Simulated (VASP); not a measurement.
BeSiSb2:

```
Be Sb Si
1.0
     4.14381    0.00000    0.00000
     0.00000    4.14381    0.00000
     0.00000    0.00000    5.80166
Be Sb Si
1 2 1
Direct
  0.00000 0.00000 0.00000
  0.00000 0.50000 0.22377
  0.50000 0.00000 0.77623
  0.50000 0.50000 0.50000
```

| Property | Result |
| --- | --- |
| Program | VASP 6.6.1 |
| Task | relaxation of cell and atoms |
| Functional | LDA |
| Potentials or basis | VASP PAW LDA potentials, release 64 (Be, Sb_d_GW, Si) |
| Cutoff | 600 eV |
| k mesh | 6 × 6 × 4 |
| Occupations | fermi-dirac, width 0.02 eV |
| Spin | no spin polarisation |

At the start: pressure -3.3 GPa; volume 24.91 Å³/atom.

Problem. Where does the relaxation end?

Solution. Over 13 steps the energy falls by 14.5 meV/atom and the volume is 23.55 Å³/atom (-5.4 %); space group P-4m2 (No. 115, to 0.1 Å) before and after.

The path:
| step | energy change (eV) | largest force (eV/Å) | pressure (GPa) | volume (Å³) |
| --- | --- | --- | --- | --- |
| 1 | 0.0000 | 0.0431 | -3.28 | 99.62 |
| 2 | -0.0498 | 0.1153 | 1.37 | 92.45 |
| 3 | -0.0577 | 0.0680 | 0.01 | 94.28 |
| 4 | -0.0576 | 0.0646 | -0.09 | 94.38 |
| 5 | -0.0579 | 0.0247 | -0.07 | 94.34 |
| 6 | -0.0580 | 0.0021 | -0.07 | 94.32 |
| 7 | -0.0580 | 0.0031 | -0.07 | 94.32 |
| 8 | -0.0580 | 0.0062 | -0.07 | 94.32 |
| 9 | -0.0580 | 0.0044 | -0.08 | 94.32 |
| 10 | -0.0580 | 0.0036 | 0.06 | 94.15 |
| 11 | -0.0580 | 0.0011 | -0.03 | 94.22 |
| 12 | -0.0580 | 0.0020 | 0.03 | 94.19 |
| 13 | -0.0580 | 0.0019 | 0.01 | 94.20 |

Final structure:
```
Be Sb Si
1.0
     4.06640    0.00000    0.00000
     0.00000    4.06640    0.00000
     0.00000    0.00000    5.69694
Be Sb Si
1 2 1
Direct
  0.00000 0.00000 0.00000
  0.00000 0.50000 0.22315
  0.50000 0.00000 0.77685
  0.50000 0.50000 0.50000
```
